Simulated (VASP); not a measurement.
# Pb (C2/c) in VASP: single point with LDA

Aim: the single point of Pb with LDA.

Everything below comes from runs of VASP 6.6.1. Logs are shortened: lines on timing, memory, paths and dates and some standing lists are left out, and cuts for length are marked.

## (1) The cell of the first run

The structure is monoclinic, space group C2/c (No. 15). The conventional cell has a = 3.391 Å, b = 8.826 Å, c = 4.774 Å, α = 90.00°, β = 109.08°, γ = 90.00°. Within 4.3 Å of Pb (site symmetry 2) lie 10 Pb at 3.27 to 4.11 Å.

## (2) Single point, LDA (33.76 Å³/atom)

Contents of INCAR:

```
PREC     = Accurate       # precision mode
ENCUT    = 520            # plane-wave cutoff, eV
EDIFF    = 1E-6           # SCF threshold, eV
ISMEAR   = -1             # smearing method
SIGMA    = 0.1            # smearing width, eV
LREAL    = F              # projectors in reciprocal space
LASPH    = T              # aspherical terms in the spheres
NELM     = 60             # most SCF steps
ALGO     = Normal         # electronic algorithm
ISIF     = 2              # what is computed and relaxed
LWAVE    = F              # write WAVECAR
LCHARG   = T              # write CHGCAR
LELF     = T              # ELF
LVHAR    = T            
NBANDS   = 21             # bands
```

Contents of KPOINTS:

```
regular mesh
0
Gamma
  12 12 8
```

Contents of POSCAR:

```
Pb
1.0
   -3.1384855610      3.1021718443      1.6955221559
    3.1021718443     -3.1384855610      1.6955221559
    3.2095410033      3.2095410033     -1.7620307946
Pb
2
Direct
    0.9984899846      0.0015100154      1.0000000000
    0.7515100154      0.2484899846      0.5000000000
```

Potentials or basis: VASP PAW LDA potentials, release 64 (Pb_d).

Started as:

```console
$ cat potpaw_LDA.64/Pb_d/POTCAR > POTCAR
$ mpirun -np 1 vasp_std > vasp.out
```

OUTCAR:

```text
PREC = Accurate
   ENCUT = 520
   EDIFF = 1E-6
   ISMEAR = -1
   LREAL = F
   LASPH = T
   NELM = 60
   ISIF = 2

 ion  position               nearest neighbor table
   1  0.998  0.002  0.000-   2 3.27   2 3.27   2 3.27   2 3.27   2 4.00   2 4.00   2 4.11   2 4.11

   2  0.752  0.248  0.500-   1 3.27   1 3.27   1 3.27   1 3.27   1 4.00   1 4.00   1 4.11   1 4.11

  Warning from LATTYP: Got some problem with cell dimensions!
  Tried to take original basis but could not verify dimensions!
  LATTYP: Found a base centered monoclinic cell.
 ALAT       =     3.3914331626
 B/A-ratio  =     2.6023282540
 C/A-ratio  =     1.4077062277
 COS(beta)  =    -0.3269430013

  Lattice vectors:

 A1 = (   3.1384855610,  -3.1021718443,  -1.6955221559)
 A2 = (  -3.1021718443,   3.1384855610,  -1.6955221559)
 A3 = (   3.1732272866,   3.1732272866,   1.6290135172)

Analysis of symmetry for initial positions (statically):
=====================================================================
 Subroutine PRICEL returns:
 Original cell was already a primitive cell.

 Routine SETGRP: Setting up the symmetry group for a
 base centered monoclinic supercell.

 Subroutine GETGRP returns: Found  4 space group operations
 (whereof  2 operations were pure point group operations)
 out of a pool of  4 trial point group operations.

The static configuration has the point symmetry C_2 .
 The point group associated with its full space group is C_2h.

Analysis of symmetry for dynamics (positions and initial velocities):
=====================================================================
 Subroutine PRICEL returns:
 Original cell was already a primitive cell.

 Routine SETGRP: Setting up the symmetry group for a
 base centered monoclinic supercell.

 Subroutine GETGRP returns: Found  4 space group operations
 (whereof  2 operations were pure point group operations)
 out of a pool of  4 trial point group operations.

The dynamic configuration has the point symmetry C_2 .
 The point group associated with its full space group is C_2h.

 Subroutine INISYM returns: Found  4 space group operations
 (whereof  2 operations are pure point group operations),
 and found     1 'primitive' translations

----------------------------------------------------------------------------------------

                                     Primitive cell

  volume of cell :      67.5221

  direct lattice vectors                    reciprocal lattice vectors
    -3.138485561  3.102171844  1.695522156     0.001307132  0.161546661  0.296638361
     3.102171844 -3.138485561  1.695522156     0.161546661  0.001307132  0.296638361
     3.209541003  3.209541003 -1.762030795     0.156706804  0.156706804  0.003356256

  length of vectors
     4.727404906  4.727404906  4.868989569     0.337777071  0.337777071  0.221642300

  position of ions in fractional coordinates (direct lattice)
     0.998489985  0.001510015  1.000000000
     0.751510015  0.248489985  0.500000000

  ion indices of the primitive-cell ions
   primitive index   ion index
                 1           1
                 2           2

----------------------------------------------------------------------------------------

 KPOINTS: regular mesh

Automatic generation of k-mesh.
 Grid dimensions read from file:
 generate k-points for:   12   12    8

 Generating k-lattice:

  Cartesian coordinates                     Fractional coordinates (reciprocal lattice)
     0.000108928  0.013462222  0.024719863     0.083333333 -0.000000000  0.000000000
     0.013462222  0.000108928  0.024719863    -0.000000000  0.083333333  0.000000000
     0.019588351  0.019588351  0.000419532    -0.000000000 -0.000000000  0.125000000

  Length of vectors
     0.028148089  0.028148089  0.027705288

  Shift w.r.t. Gamma in fractional coordinates (k-lattice)
     0.000000000  0.000000000  0.000000000

 Subroutine IBZKPT returns following result:
 ===========================================

 Found    320 irreducible k-points:

 Following reciprocal coordinates:
            Coordinates               Weight
  0.000000  0.000000  0.000000      1.000000
  0.083333  0.000000 -0.000000      4.000000
  0.166667 -0.000000 -0.000000      4.000000
  0.250000  0.000000 -0.000000      4.000000
  0.333333 -0.000000 -0.000000      4.000000
  0.416667  0.000000 -0.000000      4.000000
[... 16 lines left out ...]
  0.500000  0.166667 -0.000000      4.000000
 -0.416667  0.166667 -0.000000      4.000000
 [... further k-points ...]
   k-points           NKPTS =    320   k-points in BZ     NKDIM =    320   number of bands    NBANDS=     21
   number of dos      NEDOS =    301   number of ions     NIONS =      2
   total plane-waves  NPLWV =  46656
   dimension x,y,z NGX =    36 NGY =   36 NGZ =   36
   dimension x,y,z NGXF=    72 NGYF=   72 NGZF=   72
   ions per type =               2
   NGX,Y,Z   is equivalent  to a cutoff of  12.66, 12.66, 12.29 a.u.
   NGXF,Y,Z  is equivalent  to a cutoff of  25.32, 25.32, 24.58 a.u.
 SYSTEM =  unknown system
   PREC   = accura    normal or accurate (medium, high low for compatibility)
   ISTART =      0    job   : 0-new  1-cont  2-samecut
   ICHARG =      2    charge: 1-file 2-atom 10-const
   ISPIN  =      1    spin polarized calculation?
   LNONCOLLINEAR =      F non collinear calculations
   LSORBIT =      F    spin-orbit coupling
   LASPH  =      T    aspherical Exc in radial PAW
   ENCUT  =  520.0 eV  38.22 Ry    6.18 a.u.   8.79  8.79  9.05*2*pi/ulx,y,z
   NELM   =     60;   NELMIN=  2; NELMDL= -5     # of ELM steps
   EDIFF  = 0.1E-05   stopping-criterion for ELM
   LREAL  =      F    real-space projection
   EDIFFG = 0.1E-04   stopping-criterion for IOM
   NSW    =      0    number of steps for IOM
   IBRION =     -1    ionic relax: 0-MD 1-quasi-New 2-CG
   NFREE  =      0    steps in history (QN), initial steepest desc. (CG)
   ISIF   =      2    stress and relaxation
   ISYM   =      2    0-nonsym 1-usesym 2-fastsym
   POTIM  = 0.5000    time-step for ionic-motion
   TEBEG  =    0.0;   TEEND  =   0.0 temperature during run
   PSTRESS=    0.0 pullay stress
   NELECT =      28.0000    total number of electrons
   NUPDOWN=      -1.0000    fix difference up-down
   EMIN   =  10.00;   EMAX   =-10.00  energy-range for DOS
   EFERMI =   0.00;   METHOD = LEGACY
   ISMEAR =    -1;   SIGMA  =   0.10  broadening in eV -4-tet -1-fermi 0-gaus
   EFERMI_NEDOS =   21; number of points for ismear=-14 and -15
   IALGO  =     38    algorithm
   IMIX   =      4    mixing-type and parameters
     AMIX     =   0.40;   BMIX     =  1.00
     AMIX_MAG =   1.60;   BMIX_MAG =  1.00
  volume/ion in A,a.u.               =      33.76       227.83
  Fermi-wavevector in a.u.,A,eV,Ry     =   1.220803  2.306983 20.277572  1.490360
  Thomas-Fermi vector in A             =   2.356007
   LORBIT       =      0    0 simple, 1 ext, 2 COOP (PROOUT), +10 PAW based schemes
   GGA     = CA    functional components
   LHFCALC =     F    Hartree Fock is set to
   AEXX    =    0.0000 exact exchange contribution
   IVDW    =     0    specifies the selected vdW correction
   LEPSILON=     F    determine dielectric tensor
   LRPA    =     F    only Hartree local field effects (RPA)
 non-spin polarized calculation
  energy-cutoff  :      520.00
  volume of cell :       67.52
 maximum number of plane-waves:      1839
   NGX = 17   NGY = 17   NGZ = 19

 number of electron      28.0000002 magnetization

 Free energy of the ion-electron system (eV)
  ---------------------------------------------------
  ext. energy  EPLUGINS =         0.00000000
  ---------------------------------------------------
  free energy    TOTEN  =        -8.17930179 eV

  energy without entropy =       -8.13178956  energy(sigma->0) =       -8.15554567

 E-fermi :   5.6224     XC(G=0):  -9.8905

 val. band max:        5.6156685953   @ k =   0.5000   0.1667  -0.0000
 cond. band min:       5.6233505498   @ k =   0.0833   0.0833   0.2500
 fundamental gap:      0.0076819545
 Fermi energy:         5.6223853677

 k-point     1 :       0.0000    0.0000    0.0000
  band No.  band energies     occupation
      1     -11.3936      2.00000
      2     -11.2958      2.00000
      3     -11.2434      2.00000
      4     -11.2381      2.00000
      5     -11.0202      2.00000
      6     -11.0193      2.00000
[... 13 lines left out ...]
     20      14.2366      0.00000
     21      15.6406      0.00000

 k-point     2 :       0.0833    0.0000   -0.0000
  band No.  band energies     occupation
      1     -11.3882      2.00000
      2     -11.2768      2.00000
      3     -11.2358      2.00000
      4     -11.2147      2.00000
      5     -11.0352      2.00000
      6     -11.0344      2.00000
[... 13 lines left out ...]
     20      14.6231      0.00000
     21      14.9345      0.00000

 k-point     3 :       0.1667   -0.0000   -0.0000
  band No.  band energies     occupation
      1     -11.3714      2.00000
      2     -11.2281      2.00000
      3     -11.2169      2.00000
      4     -11.1572      2.00000
      5     -11.0663      2.00000
      6     -11.0527      2.00000
[... 13 lines left out ...]
     20      13.5262      0.00000
     21      13.8687      0.00000

 k-point     4 :       0.2500    0.0000   -0.0000
  band No.  band energies     occupation
      1     -11.3471      2.00000
      2     -11.1919      2.00000
      3     -11.1806      2.00000
      4     -11.1219      2.00000
      5     -11.1020      2.00000
      6     -11.0435      2.00000
[... 13 lines left out ...]
     20      12.6692      0.00000
     21      13.7351      0.00000

 k-point     5 :       0.3333   -0.0000   -0.0000
  band No.  band energies     occupation
      1     -11.3234      2.00000
      2     -11.1769      2.00000
      3     -11.1666      2.00000
      4     -11.1439      2.00000
      5     -11.1221      2.00000
      6     -11.0670      2.00000
[... 13 lines left out ...]
     20      12.3608      0.00000
     21      14.3094      0.00000
[... 382 lines left out ...]
     20      13.7965      0.00000
     21      14.4804      0.00000

 k-point    22 :       0.4167    0.1667   -0.0000
  band No.  band energies     occupation
      1     -11.2956      2.00000
      2     -11.2111      2.00000
      3     -11.1831      2.00000
      4     -11.1279      2.00000
      5     -11.1092      2.00000
      6     -11.0709      2.00000
[... 13 lines left out ...]
     20      14.0252      0.00000
     21      14.1502      0.00000

 k-point    23 :       0.5000    0.1667   -0.0000
  band No.  band energies     occupation
      1     -11.2913      2.00000
      2     -11.1968      2.00000
      3     -11.1786      2.00000
      4     -11.1354      2.00000
      5     -11.0987      2.00000
      6     -11.0687      2.00000
[... 13 lines left out ...]
     20      13.3856      0.00000
     21      14.4891      0.00000

 k-point    24 :      -0.4167    0.1667   -0.0000
  band No.  band energies     occupation
      1     -11.3036      2.00000
      2     -11.1963      2.00000
      3     -11.1718      2.00000
      4     -11.1504      2.00000
      5     -11.0926      2.00000
      6     -11.0572      2.00000
[... 13 lines left out ...]
     20      13.4628      0.00000
     21      14.0604      0.00000

 [... further k-points ...]
[... 5 lines left out ...]
  --------------------------------------------------------------------------------------
  -------------------------------------------------------------------------------------
  Total       -1.7222661     -1.7222661     -1.7933181     -0.0504757      0.0205534      0.0205534
  in kB      -40.8662592    -40.8662592    -42.5521928     -1.1976964      0.4876949      0.4876958
  external PRESSURE =     -41.4282371 kB  Pullay stress =       0.0000000 kB

 VOLUME and BASIS-vectors are now :
 -----------------------------------------------------------------------------
  energy-cutoff  :      520.00
  volume of cell :       67.52
      direct lattice vectors                 reciprocal lattice vectors
    -3.138485561  3.102171844  1.695522156     0.001307132  0.161546661  0.296638361
     3.102171844 -3.138485561  1.695522156     0.161546661  0.001307132  0.296638361
     3.209541003  3.209541003 -1.762030795     0.156706804  0.156706804  0.003356256

 POSITION                                       TOTAL-FORCE (eV/Angst)
 -----------------------------------------------------------------------------------
     -3.12906      3.09275      1.69552         0.014764     -0.014764     -0.000000
      0.01703      3.15620      0.81451        -0.014764      0.014764      0.000000
 -----------------------------------------------------------------------------------
    total drift:                               -0.000000      0.000000      0.000000

  FREE ENERGIE OF THE ION-ELECTRON SYSTEM (eV)
  ---------------------------------------------------
  free  energy   TOTEN  =        -8.1793017877 eV

  energy  without entropy=       -8.1317895564  energy(sigma->0) =       -8.15554567
```

Wall time 3.6 min (1 thread of Intel Xeon Platinum 8375C at 2.90GHz (Ice Lake), shared host); peak memory 0.44 GiB.

What came out:

```yaml
Free_energy: -8.1793 eV
Pressure: -4.1 GPa
Largest_force: 0.021 eV/Å
Band_gap_on_the_k_mesh: zero (bands 14 and 15 overlap by 3.02 eV)
```

Forces in eV/Å, atoms in the order of the input:
```
Pb   0.015 -0.015  0.000
Pb  -0.015  0.015  0.000
```

Levels at points of the mesh, in eV from the Fermi level:
| k point | band 12 | band 13 | band 14 | band 15 | band 16 | band 17 |
| --- | --- | --- | --- | --- | --- | --- |
| (0.00, 0.00, 0.00) | -6.09 | -1.60 | -1.34 | 3.80 | 5.34 | 5.43 |
| (0.50, 0.00, 0.00) | -6.39 | -2.66 | -1.32 | -0.61 | 2.28 | 2.84 |
| (0.50, 0.50, 0.00) | -9.20 | 0.71 | 0.73 | 0.80 | 0.85 | 5.23 |
| (0.00, 0.00, 0.50) | -9.30 | 0.93 | 0.93 | 1.02 | 1.02 | 5.56 |
| (0.50, 0.00, 0.50) | -6.41 | -2.58 | -1.22 | -0.56 | 2.61 | 2.98 |
| (0.50, 0.50, 0.50) | -8.55 | -3.76 | -3.76 | 4.92 | 4.92 | 7.84 |

Caveat: the cell stands under tension; spin-orbit coupling is left out, which moves the levels of the heavy elements.
